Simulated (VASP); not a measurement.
# TiO2 (Anatase) (I4_1/amd) in VASP: notebook, part 2 of 2

VASP 6.6.1. Earlier steps stand in the parts before.

### 3 Single point, PBE

This run uses another cell than the first one, of 10.67 Å³/atom, 0.913 times its volume.

Input file INCAR:

```
PREC     = Accurate       # precision mode
ENCUT    = 520            # plane-wave cutoff, eV
EDIFF    = 1E-7           # SCF threshold, eV
ISMEAR   = -1             # smearing method
SIGMA    = 0.05           # smearing width, eV
LREAL    = False          # projectors in reciprocal space
LASPH    = True           # aspherical terms in the spheres
NELM     = 100            # most SCF steps
ALGO     = Normal         # electronic algorithm
ISIF     = 2              # what is computed and relaxed
LWAVE    = False          # write WAVECAR
LCHARG   = False          # write CHGCAR
GGA      = PE             # functional
NBANDS   = 33             # bands
```

Input file KPOINTS:

```
regular mesh
0
Gamma
  10 10 10
```

Input file POSCAR:

```
TiO2
1.0
   -1.8534748763      1.8534748763      4.6601849950
    1.8534748763     -1.8534748763      4.6601849950
    1.8534748763      1.8534748763     -4.6601849950
Ti O
2 4
Direct
    0.7500000000      0.2500000000      0.5000000000
    0.0000000000      0.0000000000      0.0000000000
    0.7919000000      0.7919000000      0.0000000000
    0.5419000000      0.0419000000      0.5000000000
    0.9581000000      0.4581000000      0.5000000000
    0.2081000000      0.2081000000      0.0000000000
```

Potentials or basis: VASP PAW PBE potentials, release 64 (Ti_sv, O).

Run with:

```
$ cat potpaw_PBE.64/Ti_sv/POTCAR potpaw_PBE.64/O/POTCAR > POTCAR
$ mpirun -np 1 vasp_std > vasp.out
```

OUTCAR:

```text
PREC = Accurate
   ENCUT = 520
   EDIFF = 1E-7
   ISMEAR = -1
   LREAL = False
   LASPH = True
   NELM = 100
   ISIF = 2
   GGA = PE

 ion  position               nearest neighbor table
   1  0.750  0.250  0.500-   3 1.89   6 1.89   3 1.89   6 1.89   5 1.94   4 1.94
   2  0.000  0.000  0.000-   4 1.89   5 1.89   4 1.89   5 1.89   3 1.94   6 1.94
   3  0.792  0.792  0.000-   1 1.89   1 1.89   2 1.94
   4  0.542  0.042  0.500-   2 1.89   2 1.89   1 1.94
   5  0.958  0.458  0.500-   2 1.89   2 1.89   1 1.94
   6  0.208  0.208  0.000-   1 1.89   1 1.89   2 1.94

  LATTYP: Found a body centered tetragonal cell.
 ALAT       =     3.7069497526
 C/A-ratio  =     2.5142962846

  Lattice vectors:

 A1 = (  -1.8534748763,   1.8534748763,   4.6601849950)
 A2 = (   1.8534748763,  -1.8534748763,   4.6601849950)
 A3 = (   1.8534748763,   1.8534748763,  -4.6601849950)

Analysis of symmetry for initial positions (statically):
=====================================================================
 Subroutine PRICEL returns:
 Original cell was already a primitive cell.

[... 182 lines left out ...]
 fundamental gap:      2.2498104947
 Fermi energy:         5.1855547845

 k-point     1 :       0.0000    0.0000    0.0000
  band No.  band energies     occupation
      1     -52.1658      2.00000
      2     -52.0847      2.00000
      3     -28.7373      2.00000
      4     -28.4322      2.00000
      5     -28.4322      2.00000
      6     -28.3411      2.00000
[... 853 lines left out ...]
     32      11.0857      0.00000
     33      11.9829      0.00000

 [... further k-points ...]

------------------------ aborting loop because EDIFF is reached ----------------------------------------

  FORCE on cell =-STRESS in cart. coord.  units (eV):
  Direction    XX          YY          ZZ          XY          YZ          ZX
  --------------------------------------------------------------------------------------
  -------------------------------------------------------------------------------------
  Total        8.4900929      8.4900929      9.4591688      0.0000000      0.0000000      0.0000000
  in kB      212.4156298    212.4156298    236.6611663      0.0000000      0.0000000      0.0000000
  external PRESSURE =     220.4974753 kB  Pullay stress =       0.0000000 kB

 VOLUME and BASIS-vectors are now :
 -----------------------------------------------------------------------------
  energy-cutoff  :      520.00
  volume of cell :       64.04
      direct lattice vectors                 reciprocal lattice vectors
    -1.853474876  1.853474876  4.660184995     0.000000000  0.269763570  0.107291878
     1.853474876 -1.853474876  4.660184995     0.269763570  0.000000000  0.107291878
     1.853474876  1.853474876 -4.660184995     0.269763570  0.269763570  0.000000000

 POSITION                                       TOTAL-FORCE (eV/Angst)
 -----------------------------------------------------------------------------------
      0.00000      1.85347      2.33009         0.000000      0.000000     -0.000000
      0.00000      0.00000      0.00000         0.000000      0.000000      0.000000
      0.00000      0.00000      7.38080         0.000000     -0.000000     -0.532052
      0.00000      1.85347      0.39052        -0.000000      0.000000     -0.532052
      0.00000      1.85347      4.26966        -0.000000      0.000000      0.532052
      0.00000      0.00000      1.93957         0.000000     -0.000000      0.532052
 -----------------------------------------------------------------------------------
    total drift:                                0.000000      0.000000     -0.000000

  FREE ENERGIE OF THE ION-ELECTRON SYSTEM (eV)
  ---------------------------------------------------
  free  energy   TOTEN  =       -53.4739030365 eV

  energy  without entropy=      -53.4739030365  energy(sigma->0) =      -53.47390304
```

OSZICAR:

```text
N       E                     dE             d eps       ncg     rms          rms(c)
DAV:   1     0.667263515676E+03    0.66726E+03   -0.24313E+04  6732   0.172E+03
DAV:   2     0.305824769927E+02   -0.63668E+03   -0.59089E+03  7306   0.513E+02
DAV:   3    -0.648749994716E+02   -0.95457E+02   -0.93745E+02  9107   0.192E+02
DAV:   4    -0.699221094733E+02   -0.50471E+01   -0.50368E+01 10048   0.423E+01
DAV:   5    -0.701035706280E+02   -0.18146E+00   -0.18143E+00  8579   0.647E+00    0.349E+01
DAV:   6    -0.532748624363E+02    0.16829E+02   -0.73368E+01  9463   0.912E+01    0.104E+01
DAV:   7    -0.535677794752E+02   -0.29292E+00   -0.13226E+01  8852   0.302E+01    0.104E+01
DAV:   8    -0.534511966767E+02    0.11658E+00   -0.58957E-01  9217   0.734E+00    0.597E+00
DAV:   9    -0.534944250109E+02   -0.43228E-01   -0.45028E-01  9566   0.672E+00    0.171E+00
DAV:  10    -0.534779683479E+02    0.16457E-01   -0.11449E-01  9402   0.397E+00    0.736E-01
DAV:  11    -0.534739885957E+02    0.39798E-02   -0.19495E-02  9314   0.915E-01    0.150E-01
DAV:  12    -0.534739780006E+02    0.10595E-04   -0.61749E-04  8834   0.280E-01    0.942E-02
DAV:  13    -0.534739170621E+02    0.60939E-04   -0.51463E-04  9101   0.304E-01    0.350E-02
DAV:  14    -0.534739021733E+02    0.14889E-04   -0.51235E-05  9478   0.725E-02    0.681E-03
DAV:  15    -0.534739028239E+02   -0.65069E-06   -0.57377E-06  9693   0.183E-02    0.441E-03
DAV:  16    -0.534739029571E+02   -0.13314E-06   -0.89444E-07  8484   0.874E-03    0.357E-03
DAV:  17    -0.534739030365E+02   -0.79434E-07   -0.19436E-07  6374   0.604E-03
   1 F= -.53473903E+02 E0= -.53473903E+02  d E =-.976682E-11
```

Wall time 2.6 min (1 thread of Intel Xeon 6975P-C (Granite Rapids), shared host); peak memory 0.35 GiB.

What came out:

```yaml
Free_energy: -53.4739 eV
Pressure: 22.0 GPa
Largest_force: 0.532 eV/Å
Band_gap_on_the_k_mesh: 2.25 eV, indirect (least direct gap 2.57 eV)
```

Forces in eV/Å, atoms in the order of the input:
```
Ti   0.000  0.000  0.000
Ti   0.000  0.000  0.000
O    0.000  0.000 -0.532
O    0.000  0.000 -0.532
O    0.000  0.000  0.532
O    0.000  0.000  0.532
```

Levels at points of the mesh, in eV from the valence-band top:
```csv
k point,band 22,band 23,band 24,band 25,band 26,band 27
"(0.00, 0.00, 0.00)",-0.69,-0.52,-0.52,2.25,3.09,4.36
"(0.50, 0.00, 0.00)",-1.04,-0.73,-0.63,3.51,3.87,3.88
"(0.50, 0.50, 0.00)",-2.16,-0.03,-0.03,3.64,3.64,4.17
"(0.50, 0.50, 0.50)",-1.26,-0.08,-0.08,2.65,2.65,4.12
```

A k mesh can miss the band edges.

### 4 Single point, PBE

This run uses another cell than the first one, of 10.90 Å³/atom, 0.933 times its volume.

Input file INCAR:

```
PREC = Accurate ; ENCUT = 520
EDIFF = 1E-6 ; ISMEAR = -1
SIGMA = 0.05 ; LREAL = F
LASPH = T ; NELM = 80
ALGO = Normal ; ISIF = 2
LWAVE = F ; LCHARG = F
GGA = PE ; NBANDS = 33
```

KPOINTS is that of step 3.

POSCAR: that of step 3 with these lines changed.

```diff
@@ -2,5 +2,5 @@
 1.0
-   -1.8534748763      1.8534748763      4.6601849950
-    1.8534748763     -1.8534748763      4.6601849950
-    1.8534748763      1.8534748763     -4.6601849950
+   -1.8665279463      1.8665279463      4.6930042805
+    1.8665279463     -1.8665279463      4.6930042805
+    1.8665279463      1.8665279463     -4.6930042805
 Ti O
```

Potentials or basis: VASP PAW PBE potentials, release 64 (Ti_sv, O).

Run with:

```
$ cat potpaw_PBE.64/Ti_sv/POTCAR potpaw_PBE.64/O/POTCAR > POTCAR
$ mpirun -np 1 vasp_std > vasp.out
```

OUTCAR:

```text
PREC = Accurate
   ENCUT = 520
   EDIFF = 1E-6
   ISMEAR = -1
   LREAL = F
   LASPH = T
   NELM = 80
   ISIF = 2
   GGA = PE

 ion  position               nearest neighbor table
   1  0.750  0.250  0.500-   3 1.91   6 1.91   3 1.91   6 1.91   5 1.95   4 1.95
   2  0.000  0.000  0.000-   4 1.91   5 1.91   4 1.91   5 1.91   3 1.95   6 1.95
   3  0.792  0.792  0.000-   1 1.91   1 1.91   2 1.95
   4  0.542  0.042  0.500-   2 1.91   2 1.91   1 1.95
   5  0.958  0.458  0.500-   2 1.91   2 1.91   1 1.95
   6  0.208  0.208  0.000-   1 1.91   1 1.91   2 1.95

  LATTYP: Found a body centered tetragonal cell.
 ALAT       =     3.7330558926
 C/A-ratio  =     2.5142962846

  Lattice vectors:

 A1 = (  -1.8665279463,   1.8665279463,   4.6930042805)
 A2 = (   1.8665279463,  -1.8665279463,   4.6930042805)
 A3 = (   1.8665279463,   1.8665279463,  -4.6930042805)

Analysis of symmetry for initial positions (statically):
=====================================================================
 Subroutine PRICEL returns:
 Original cell was already a primitive cell.

 Routine SETGRP: Setting up the symmetry group for a
 body centered tetragonal supercell.

 Subroutine GETGRP returns: Found 16 space group operations
 (whereof  8 operations were pure point group operations)
 out of a pool of 16 trial point group operations.

The static configuration has the point symmetry D_2d.
 The point group associated with its full space group is D_4h.

Analysis of symmetry for dynamics (positions and initial velocities):
=====================================================================
 Subroutine PRICEL returns:
 Original cell was already a primitive cell.

 Routine SETGRP: Setting up the symmetry group for a
 body centered tetragonal supercell.

 Subroutine GETGRP returns: Found 16 space group operations
 (whereof  8 operations were pure point group operations)
 out of a pool of 16 trial point group operations.
[... 129 lines left out ...]
     AMIX     =   0.40;   BMIX     =  1.00
     AMIX_MAG =   1.60;   BMIX_MAG =  1.00
  volume/ion in A,a.u.               =      10.90        73.56
  Fermi-wavevector in a.u.,A,eV,Ry     =   1.476710  2.790578 29.669856  2.180673
  Thomas-Fermi vector in A             =   2.591204
   LORBIT       =      0    0 simple, 1 ext, 2 COOP (PROOUT), +10 PAW based schemes
   GGA     = PE    functional components
   LHFCALC =     F    Hartree Fock is set to
   AEXX    =    0.0000 exact exchange contribution
   IVDW    =     0    specifies the selected vdW correction
   LEPSILON=     F    determine dielectric tensor
   LRPA    =     F    only Hartree local field effects (RPA)
 non-spin polarized calculation
  energy-cutoff  :      520.00
  volume of cell :       65.40
 maximum number of plane-waves:      1798
   NGX = 19   NGY = 19   NGZ = 19

 number of electron      47.9999997 magnetization

 Free energy of the ion-electron system (eV)
  ---------------------------------------------------
  ext. energy  EPLUGINS =         0.00000000
  ---------------------------------------------------
  free energy    TOTEN  =       -53.63778414 eV

  energy without entropy =      -53.63778414  energy(sigma->0) =      -53.63778414

 E-fermi :   4.7869     XC(G=0): -10.9470

 val. band max:        3.7657035465   @ k =  -0.4000   0.4000   0.0000
 cond. band min:       5.9692542501   @ k =   0.0000   0.0000   0.0000
 fundamental gap:      2.2035507036
 Fermi energy:         4.7868700822

 k-point     1 :       0.0000    0.0000    0.0000
  band No.  band energies     occupation
      1     -52.4514      2.00000
      2     -52.3779      2.00000
      3     -28.9849      2.00000
      4     -28.7031      2.00000
      5     -28.7031      2.00000
      6     -28.6191      2.00000
[... 853 lines left out ...]
     32      10.6839      0.00000
     33      11.5802      0.00000

 [... further k-points ...]

------------------------ aborting loop because EDIFF is reached ----------------------------------------

  FORCE on cell =-STRESS in cart. coord.  units (eV):
  Direction    XX          YY          ZZ          XY          YZ          ZX
  --------------------------------------------------------------------------------------
  -------------------------------------------------------------------------------------
  Total        6.3145297      6.3145297      7.1468549      0.0000000      0.0000000      0.0000000
  in kB      154.6933538    154.6933538    175.0836593      0.0000000      0.0000000      0.0000000
  external PRESSURE =     161.4901223 kB  Pullay stress =       0.0000000 kB

 VOLUME and BASIS-vectors are now :
 -----------------------------------------------------------------------------
  energy-cutoff  :      520.00
  volume of cell :       65.40
      direct lattice vectors                 reciprocal lattice vectors
    -1.866527946  1.866527946  4.693004281     0.000000000  0.267877050  0.106541561
     1.866527946 -1.866527946  4.693004281     0.267877050  0.000000000  0.106541561
     1.866527946  1.866527946 -4.693004281     0.267877050  0.267877050  0.000000000

 POSITION                                       TOTAL-FORCE (eV/Angst)
 -----------------------------------------------------------------------------------
     -0.00000      1.86653      2.34650         0.000000      0.000000     -0.000000
      0.00000      0.00000      0.00000         0.000000      0.000000     -0.000000
      0.00000      0.00000      7.43278         0.000000     -0.000000     -0.386045
      0.00000      1.86653      0.39327        -0.000000      0.000000     -0.386045
      0.00000      1.86653      4.29973        -0.000000      0.000000      0.386045
      0.00000      0.00000      1.95323         0.000000     -0.000000      0.386045
 -----------------------------------------------------------------------------------
    total drift:                                0.000000      0.000000     -0.000000

  FREE ENERGIE OF THE ION-ELECTRON SYSTEM (eV)
  ---------------------------------------------------
  free  energy   TOTEN  =       -53.6377841371 eV

  energy  without entropy=      -53.6377841370  energy(sigma->0) =      -53.63778414
```

stdout:

```text
POSCAR found type information on POSCAR TiO
 POSCAR found :  2 types and       6 ions
 scaLAPACK will be used
 LDA part: xc-table for (Slater+PW92), standard interpolation
 POSCAR, INCAR and KPOINTS ok, starting setup
 FFT: planning ... GRIDC
 FFT: planning ... GRID_SOFT
 FFT: planning ... GRID
 WAVECAR not read
 entering main loop
```

Wall time 2.4 min (1 thread of Intel Xeon 6975P-C (Granite Rapids), shared host); peak memory 0.35 GiB.

Results:

```
Free energy            : -53.6378 eV
Pressure               : 16.1 GPa
Largest force          : 0.386 eV/Å
Band gap on the k mesh : 2.20 eV, indirect (least direct gap 2.53 eV)
```

Forces on the atoms (eV/Å):
```
Ti   0.000  0.000  0.000
Ti   0.000  0.000  0.000
O    0.000  0.000 -0.386
O    0.000  0.000 -0.386
O    0.000  0.000  0.386
O    0.000  0.000  0.386
```

A k mesh can miss the band edges. Expect the measured gap to be larger: semilocal functionals such as PBE lack the derivative discontinuity.

### 5 Overview

```tsv
cell	gap on the mesh (eV)	pressure (GPa)	largest force (eV/Å)
a = 5.550 Å, angles 140.0, 140.0, 57.9°, 6 atoms	2.11	0.3	0.01
a = 5.347 Å, angles 139.4, 139.4, 58.7°, 6 atoms	2.25	22.0	0.53
a = 5.384 Å, angles 139.4, 139.4, 58.7°, 6 atoms	2.20	16.1	0.39
```

Alike in all rows: task single point; level PBE; potentials or basis VASP PAW PBE potentials, release 64 (Ti_sv, O); no spin polarisation; k mesh 10 × 10 × 10; cutoff (eV) 520; smearing fermi-dirac 0.05 eV.

Total energies depend on the potentials used, so only differences within one code and one set of settings carry meaning.
